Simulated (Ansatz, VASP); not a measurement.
**Ru in VASP and in Ansatz**

File INCAR:

```
ALGO = Fast ; EDIFF = 1E-6
ENCUT = 520 ; GGA = PE
ISIF = 2 ; ISMEAR = 0
LASPH = T ; LCHARG = T
LELF = T ; LREAL = F
LVHAR = T ; LWAVE = F
NBANDS = 13 ; NELM = 100
PREC = Accurate ; SIGMA = 0.15
```

File KPOINTS:

```
k-points
0
Gamma
  20 20 20
```

POSCAR

```
Ru
1.0
   -0.1000169121      1.8788891338      1.8788891338
    1.8788891338     -0.1000169121      1.8788891338
    1.8788891338      1.8788891338     -0.1000169121
Ru
1
Direct
    0.0000000000      0.0000000000      0.0000000000
```

Input for Ansatz:

```yaml
crystal:
  lattice:
    - [-0.1000169121, 1.8788891338, 1.8788891338]
    - [1.8788891338, -0.1000169121, 1.8788891338]
    - [1.8788891338, 1.8788891338, -0.1000169121]
  atoms:
    - { symbol: Ru, position: [0.0, 0.0, 0.0] }
basis:
  ecutwfc: 420
kpoints:
  mp_grid: { grid: [20, 20, 20] }
hamiltonian:
  xc: pbe
scf:
  occupations: { method: gaussian, width: 0.15 }
output:
  forces: true
  stress: true
  eigenvalues: true
```

Change from the starting cell: equal engineering shear yz, xz and xy -0.0525, equal normal strain along x, y and z +0.0125.

Alike in both runs: task single point; functional PBE; k mesh 20 × 20 × 20; occupations gaussian, width 0.15 eV; no spin polarisation.

|  | VASP | Ansatz |
| --- | --- | --- |
| version | VASP 6.6.1 | Ansatz 0.2.0 |
| potentials or method | VASP PAW PBE potentials, release 64 (Ru_pv), cutoff 520 eV | scalar-relativistic, plane waves, PAW |
| valence electrons in the cell | 14 | 16 |

|  | VASP | Ansatz | Ansatz less VASP |
| --- | --- | --- | --- |
| gap on the k mesh at the Fermi level (eV) | none | none | - |
| pressure (GPa) | -7.8 | -7.5 | +0.23 |
| traceless stress, the component that is largest in VASP (GPa) | 11.17 | 11.19 | +0.018 |

A gap of «none» marks a metal or a gap that the smearing closes. The functional is the same, so the differences come from potentials, cutoffs and numerics. VASP's potentials hold 14 valence electrons a cell and Ansatz's 16, so a difference there can come from the potentials and not from the codes.
